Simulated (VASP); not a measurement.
# GaP (F-43m) in VASP: single point with PBE

Aim: the single point of GaP with PBE.

All numbers are computed with VASP 6.6.1; they aren't measurements. Logs are shortened: lines on timing, memory, paths and dates and some standing lists are left out, and cuts for length are marked.

## 1. The cell of the first run

Symmetry: F-43m, No. 216, cubic system. The conventional cell has a = 5.451 Å, b = 5.451 Å, c = 5.451 Å, α = 90.00°, β = 90.00°, γ = 90.00°. Within 3.1 Å of Ga (site symmetry -43m) lie 4 P at 2.36 Å. P (site symmetry -43m) has 4 Ga at 2.36 Å within 3.1 Å.

## 2. Single point, PBE

File INCAR:

```
SYSTEM = GaP
PREC = Accurate
ENCUT = 500
EDIFF = 1E-6
ISMEAR = 0
SIGMA = 0.01
LREAL = .FALSE.
LASPH = .TRUE.
NELM = 120
ALGO = Normal
ISIF = 2
LWAVE = .FALSE.
LCHARG = .TRUE.
GGA = PE
LELF = .TRUE.
LVHAR = .TRUE.
NBANDS = 16
GGA_COMPAT = .FALSE.
```

File KPOINTS:

```
Automatic mesh
0
G
  4 4 4
  0 0 0
```

File POSCAR:

```
GaP
1.0
    0.0000000000      2.7253992985      2.7253992985
    2.7253992985      0.0000000000      2.7253992985
    2.7253992985      2.7253992985      0.0000000000
Ga P
1 1
Direct
    0.0000000000      0.0000000000      0.0000000000
    0.2500000000      0.2500000000      0.2500000000
```

Potentials or basis: VASP PAW PBE potentials, release 64 (Ga_d, P).

Launch:

```bash
cat potpaw_PBE.64/Ga_d/POTCAR potpaw_PBE.64/P/POTCAR > POTCAR
mpirun -np 1 vasp_std > vasp.out
```

OUTCAR:

```text
SYSTEM = GaP
   PREC = Accurate
   ENCUT = 500
   EDIFF = 1E-6
   ISMEAR = 0
   LREAL = .FALSE.
   LASPH = .TRUE.
   NELM = 120
   ISIF = 2
   GGA = PE

 ion  position               nearest neighbor table
   1  0.000  0.000  0.000-   2 2.36   2 2.36   2 2.36   2 2.36
   2  0.250  0.250  0.250-   1 2.36   1 2.36   1 2.36   1 2.36

  LATTYP: Found a face centered cubic cell.
 ALAT       =     5.4507985970

  Lattice vectors:

 A1 = (   0.0000000000,   2.7253992985,   2.7253992985)
 A2 = (   2.7253992985,   0.0000000000,   2.7253992985)
 A3 = (   2.7253992985,   2.7253992985,   0.0000000000)

Analysis of symmetry for initial positions (statically):
=====================================================================
 Subroutine PRICEL returns:
 Original cell was already a primitive cell.

 Routine SETGRP: Setting up the symmetry group for a
 face centered cubic supercell.

 Subroutine GETGRP returns: Found 24 space group operations
 (whereof 24 operations were pure point group operations)
 out of a pool of 48 trial point group operations.

The static configuration has the point symmetry T_d .

Analysis of symmetry for dynamics (positions and initial velocities):
=====================================================================
 Subroutine PRICEL returns:
 Original cell was already a primitive cell.

 Routine SETGRP: Setting up the symmetry group for a
 face centered cubic supercell.

 Subroutine GETGRP returns: Found 24 space group operations
 (whereof 24 operations were pure point group operations)
 out of a pool of 48 trial point group operations.

The dynamic configuration has the point symmetry T_d .

 Subroutine INISYM returns: Found 24 space group operations
 (whereof 24 operations are pure point group operations),
 and found     1 'primitive' translations

----------------------------------------------------------------------------------------

                                     Primitive cell

  volume of cell :      40.4874

  direct lattice vectors                    reciprocal lattice vectors
     0.000000000  2.725399299  2.725399299    -0.183459356  0.183459356  0.183459356
     2.725399299  0.000000000  2.725399299     0.183459356 -0.183459356  0.183459356
     2.725399299  2.725399299  0.000000000     0.183459356  0.183459356 -0.183459356

  length of vectors
     3.854296651  3.854296651  3.854296651     0.317760926  0.317760926  0.317760926

  position of ions in fractional coordinates (direct lattice)
     0.000000000  0.000000000  0.000000000
     0.250000000  0.250000000  0.250000000

  ion indices of the primitive-cell ions
   primitive index   ion index
                 1           1
                 2           2

----------------------------------------------------------------------------------------

 KPOINTS: Automatic mesh

Automatic generation of k-mesh.
 Grid dimensions read from file:
 generate k-points for:    4    4    4

 Generating k-lattice:

  Cartesian coordinates                     Fractional coordinates (reciprocal lattice)
    -0.045864839  0.045864839  0.045864839     0.250000000  0.000000000  0.000000000
     0.045864839 -0.045864839  0.045864839     0.000000000  0.250000000  0.000000000
     0.045864839  0.045864839 -0.045864839     0.000000000  0.000000000  0.250000000

  Length of vectors
     0.079440231  0.079440231  0.079440231

  Shift w.r.t. Gamma in fractional coordinates (k-lattice)
     0.000000000  0.000000000  0.000000000

 Subroutine IBZKPT returns following result:
 ===========================================

 Found      8 irreducible k-points:

 Following reciprocal coordinates:
            Coordinates               Weight
  0.000000  0.000000  0.000000      1.000000
  0.250000  0.000000  0.000000      8.000000
  0.500000  0.000000  0.000000      4.000000
  0.250000  0.250000  0.000000      6.000000
  0.500000  0.250000  0.000000     24.000000
 -0.250000  0.250000  0.000000     12.000000
  0.500000  0.500000  0.000000      3.000000
 -0.250000  0.500000  0.250000      6.000000
   k-points           NKPTS =      8   k-points in BZ     NKDIM =      8   number of bands    NBANDS=     16
   number of dos      NEDOS =    301   number of ions     NIONS =      2
   total plane-waves  NPLWV =  21952
   dimension x,y,z NGX =    28 NGY =   28 NGZ =   28
   dimension x,y,z NGXF=    56 NGYF=   56 NGZF=   56
   ions per type =               1   1
   NGX,Y,Z   is equivalent  to a cutoff of  12.08, 12.08, 12.08 a.u.
   NGXF,Y,Z  is equivalent  to a cutoff of  24.15, 24.15, 24.15 a.u.
 SYSTEM =  GaP
   PREC   = accura    normal or accurate (medium, high low for compatibility)
   ISTART =      0    job   : 0-new  1-cont  2-samecut
   ICHARG =      2    charge: 1-file 2-atom 10-const
   ISPIN  =      1    spin polarized calculation?
   LNONCOLLINEAR =      F non collinear calculations
   LSORBIT =      F    spin-orbit coupling
   LASPH  =      T    aspherical Exc in radial PAW
   ENCUT  =  500.0 eV  36.75 Ry    6.06 a.u.   7.03  7.03  7.03*2*pi/ulx,y,z
   NELM   =    120;   NELMIN=  2; NELMDL= -5     # of ELM steps
   EDIFF  = 0.1E-05   stopping-criterion for ELM
   LREAL  =      F    real-space projection
   EDIFFG = 0.1E-04   stopping-criterion for IOM
   NSW    =      0    number of steps for IOM
   IBRION =     -1    ionic relax: 0-MD 1-quasi-New 2-CG
   NFREE  =      0    steps in history (QN), initial steepest desc. (CG)
   ISIF   =      2    stress and relaxation
   ISYM   =      2    0-nonsym 1-usesym 2-fastsym
   POTIM  = 0.5000    time-step for ionic-motion
   TEBEG  =    0.0;   TEEND  =   0.0 temperature during run
   PSTRESS=    0.0 pullay stress
   NELECT =      18.0000    total number of electrons
   NUPDOWN=      -1.0000    fix difference up-down
   EMIN   =  10.00;   EMAX   =-10.00  energy-range for DOS
   EFERMI =   0.00;   METHOD = LEGACY
   ISMEAR =     0;   SIGMA  =   0.01  broadening in eV -4-tet -1-fermi 0-gaus
   EFERMI_NEDOS =   21; number of points for ismear=-14 and -15
   IALGO  =     38    algorithm
   IMIX   =      4    mixing-type and parameters
     AMIX     =   0.40;   BMIX     =  1.00
     AMIX_MAG =   1.60;   BMIX_MAG =  1.00
  volume/ion in A,a.u.               =      20.24       136.61
  Fermi-wavevector in a.u.,A,eV,Ry     =   1.249469  2.361154 21.241049  1.561173
  Thomas-Fermi vector in A             =   2.383508
   LORBIT       =      0    0 simple, 1 ext, 2 COOP (PROOUT), +10 PAW based schemes
   GGA     = PE    functional components
   LHFCALC =     F    Hartree Fock is set to
   AEXX    =    0.0000 exact exchange contribution
   IVDW    =     0    specifies the selected vdW correction
   LEPSILON=     F    determine dielectric tensor
   LRPA    =     F    only Hartree local field effects (RPA)
 non-spin polarized calculation
 Gauss-broadening in eV      SIGMA  =   0.01
  energy-cutoff  :      500.00
  volume of cell :       40.49
 maximum number of plane-waves:      1056
   NGX = 13   NGY = 13   NGZ = 13

 number of electron      18.0000016 magnetization

 Free energy of the ion-electron system (eV)
  ---------------------------------------------------
  ext. energy  EPLUGINS =         0.00000000
  ---------------------------------------------------
  free energy    TOTEN  =        -8.97610013 eV

  energy without entropy =       -8.97610013  energy(sigma->0) =       -8.97610013

 E-fermi :   4.7469     XC(G=0):  -9.8100

 val. band max:        4.6971316394   @ k =   0.0000   0.0000   0.0000
 cond. band min:       6.3260831656   @ k =   0.5000   0.5000   0.0000
 fundamental gap:      1.6289515262
 Fermi energy:         4.7469430743

 k-point     1 :       0.0000    0.0000    0.0000
  band No.  band energies     occupation
      1      -9.9006      2.00000
      2      -9.9006      2.00000
      3      -9.9006      2.00000
      4      -9.8023      2.00000
      5      -9.8023      2.00000
      6      -7.8018      2.00000
      7       4.6971      2.00000
      8       4.6971      2.00000
      9       4.6971      2.00000
     10       6.5127      0.00000
     11       8.5558      0.00000
     12       8.5558      0.00000
     13       8.5558      0.00000
     14      13.4886      0.00000
     15      14.4600      0.00000
     16      14.4600      0.00000

 k-point     2 :       0.2500    0.0000    0.0000
  band No.  band energies     occupation
      1      -9.9432      2.00000
      2      -9.8860      2.00000
      3      -9.8860      2.00000
      4      -9.8010      2.00000
      5      -9.8010      2.00000
      6      -7.0256      2.00000
      7       0.8100      2.00000
      8       4.0306      2.00000
      9       4.0306      2.00000
     10       6.8345      0.00000
     11       9.4155      0.00000
     12       9.4155      0.00000
     13      11.0431      0.00000
     14      13.6543      0.00000
     15      13.6543      0.00000
     16      14.6055      0.00000

 k-point     3 :       0.5000    0.0000    0.0000
  band No.  band energies     occupation
      1      -9.9802      2.00000
      2      -9.8761      2.00000
      3      -9.8761      2.00000
      4      -9.7949      2.00000
      5      -9.7949      2.00000
      6      -5.7311      2.00000
      7      -1.9541      2.00000
      8       3.5736      2.00000
      9       3.5736      2.00000
     10       6.3508      0.00000
     11       9.3901      0.00000
     12       9.3901      0.00000
     13      12.9680      0.00000
     14      15.5873      0.00000
     15      16.3664      0.00000
     16      16.3664      0.00000

 k-point     4 :       0.2500    0.2500    0.0000
  band No.  band energies     occupation
      1      -9.9664      2.00000
      2      -9.8690      2.00000
      3      -9.8690      2.00000
      4      -9.8183      2.00000
      5      -9.7915      2.00000
      6      -6.7637      2.00000
      7       1.0141      2.00000
      8       3.0060      2.00000
      9       3.0060      2.00000
     10       6.8541      0.00000
     11       8.4027      0.00000
     12      11.4313      0.00000
     13      11.4313      0.00000
     14      12.4934      0.00000
     15      15.4121      0.00000
     16      17.3817      0.00000

 k-point     5 :       0.5000    0.2500    0.0000
  band No.  band energies     occupation
      1      -9.9915      2.00000
      2      -9.8621      2.00000
      3      -9.8542      2.00000
      4      -9.8169      2.00000
      5      -9.7897      2.00000
      6      -5.4079      2.00000
      7      -1.4498      2.00000
      8       1.4507      2.00000
      9       2.6564      2.00000
     10       7.1363      0.00000
     11       9.6125      0.00000
     12      11.2770      0.00000
     13      11.7462      0.00000
     14      15.5373      0.00000
     15      16.4613      0.00000
     16      17.8951      0.00000

 k-point     6 :      -0.2500    0.2500    0.0000
  band No.  band energies     occupation
      1      -9.9748      2.00000
      2      -9.8719      2.00000
      3      -9.8672      2.00000
      4      -9.8036      2.00000
      5      -9.8004      2.00000
      6      -5.9194      2.00000
      7      -0.7257      2.00000
      8       1.2895      2.00000
      9       3.4887      2.00000
     10       7.8442      0.00000
     11      10.3879      0.00000
     12      10.5223      0.00000
     13      10.9780      0.00000
     14      12.9969      0.00000
     15      15.7615      0.00000
     16      18.0141      0.00000

 k-point     7 :       0.5000    0.5000    0.0000
  band No.  band energies     occupation
      1     -10.0160      2.00000
      2      -9.8378      2.00000
      3      -9.8357      2.00000
      4      -9.8357      2.00000
      5      -9.7806      2.00000
      6      -4.8253      2.00000
      7      -2.0801      2.00000
      8       2.0036      2.00000
      9       2.0036      2.00000
     10       6.3261      0.00000
     11       6.4985      0.00000
     12      15.2751      0.00000
     13      15.2751      0.00000
     14      15.8989      0.00000
     15      17.0786      0.00000
     16      17.6847      0.00000

 k-point     8 :      -0.2500    0.5000    0.2500
  band No.  band energies     occupation
      1      -9.9966      2.00000
      2      -9.8625      2.00000
      3      -9.8412      2.00000
      4      -9.8173      2.00000
      5      -9.7935      2.00000
      6      -4.7326      2.00000
      7      -1.8745      2.00000
      8       1.1104      2.00000
      9       1.2622      2.00000
     10       9.3909      0.00000
     11       9.5485      0.00000
     12      10.7784      0.00000
     13      10.8390      0.00000
     14      16.2904      0.00000
     15      16.5806      0.00000
     16      18.4153      0.00000

------------------------ aborting loop because EDIFF is reached ----------------------------------------

  FORCE on cell =-STRESS in cart. coord.  units (eV):
  Direction    XX          YY          ZZ          XY          YZ          ZX
  --------------------------------------------------------------------------------------
  -------------------------------------------------------------------------------------
  Total        0.7133674      0.7133674      0.7133674      0.0000000      0.0000000     -0.0000000
  in kB       28.2295145     28.2295145     28.2295145      0.0000000      0.0000000     -0.0000000
  external PRESSURE =      28.2295145 kB  Pullay stress =       0.0000000 kB

 VOLUME and BASIS-vectors are now :
 -----------------------------------------------------------------------------
  energy-cutoff  :      500.00
  volume of cell :       40.49
      direct lattice vectors                 reciprocal lattice vectors
     0.000000000  2.725399299  2.725399299    -0.183459356  0.183459356  0.183459356
     2.725399299  0.000000000  2.725399299     0.183459356 -0.183459356  0.183459356
     2.725399299  2.725399299  0.000000000     0.183459356  0.183459356 -0.183459356

 POSITION                                       TOTAL-FORCE (eV/Angst)
 -----------------------------------------------------------------------------------
      0.00000      0.00000      0.00000         0.000000      0.000000     -0.000000
      1.36270      1.36270      1.36270        -0.000000     -0.000000      0.000000
 -----------------------------------------------------------------------------------
    total drift:                                0.000001      0.000001      0.000001

  FREE ENERGIE OF THE ION-ELECTRON SYSTEM (eV)
  ---------------------------------------------------
  free  energy   TOTEN  =        -8.9761001282 eV

  energy  without entropy=       -8.9761001282  energy(sigma->0) =       -8.97610013
```

Run time: 14 s. Hardware: 1 thread of Intel Xeon 8259CL, shared host; peak memory 0.15 GiB.

Results:

| Property | Result |
| --- | --- |
| Free energy | -8.9761 eV |
| Pressure | 2.8 GPa |
| Band gap on the k mesh | 1.63 eV, indirect (least direct gap 1.82 eV) |

Caveat: the k points lie up to 0.50 Å⁻¹ apart. A k mesh can miss the band edges.
